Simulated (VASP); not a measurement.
Wanted: the native input for a VASP 6.6.1 run.

| Quantity | Value |
| --- | --- |
| Task | single point |
| Functional | LDA |
| Potentials or basis | VASP PAW LDA potentials, release 64 (Cs_sv) |
| Cutoff | 520 eV |
| k mesh | 12 × 12 × 6 |
| Occupations | fermi-dirac, width 0.1 eV |
| Spin | no spin polarisation |
| Dipole correction | no |
| Further INCAR settings | ALGO = Normal; EDIFF = 1e-07; NBANDS = 16 |

The structure of Cs lies in POSCAR:

```
Cs
1.0
    5.1383702876      0.0000000000      0.0000000000
   -2.5691851438      4.4499592032      0.0000000000
    0.0000000000      0.0000000000      8.4112154216
Cs
2
Direct
    0.3333333333      0.6666666667      0.2500000000
    0.6666666667      0.3333333333      0.7500000000
```

This isn't the form of Cs at room conditions, which is bcc.

The input as run:

INCAR

```
SYSTEM = Cs
  ALGO = Normal
  EDIFF = 1E-7
  ENCUT = 520
  GGA = CA
  ISIF = 2
  ISMEAR = -1
  LASPH = .TRUE.
  LCHARG = .FALSE.
  LREAL = .FALSE.
  LWAVE = .FALSE.
  NBANDS = 16
  NELM = 80
  PREC = Accurate
  SIGMA = 0.1
```

KPOINTS

```
k-points
0
G
  12 12 6
  0 0 0
```

Potentials or basis: VASP PAW LDA potentials, release 64 (Cs_sv).

Launch:

```console
$ cat potpaw_LDA.64/Cs_sv/POTCAR > POTCAR
$ mpirun -np 1 vasp_std > vasp.out
```

Results of the run:

| Item | Value |
| --- | --- |
| Pressure | 0.0 GPa |
| Band gap on the k mesh | zero (bands 9 and 10 overlap by 1.98 eV) |

Caveat: spin-orbit coupling is left out, which moves the levels of the heavy elements.

Wall time 5.3 min on 1 thread of Intel Xeon 8259CL, on a shared host, peak memory 0.36 GiB.
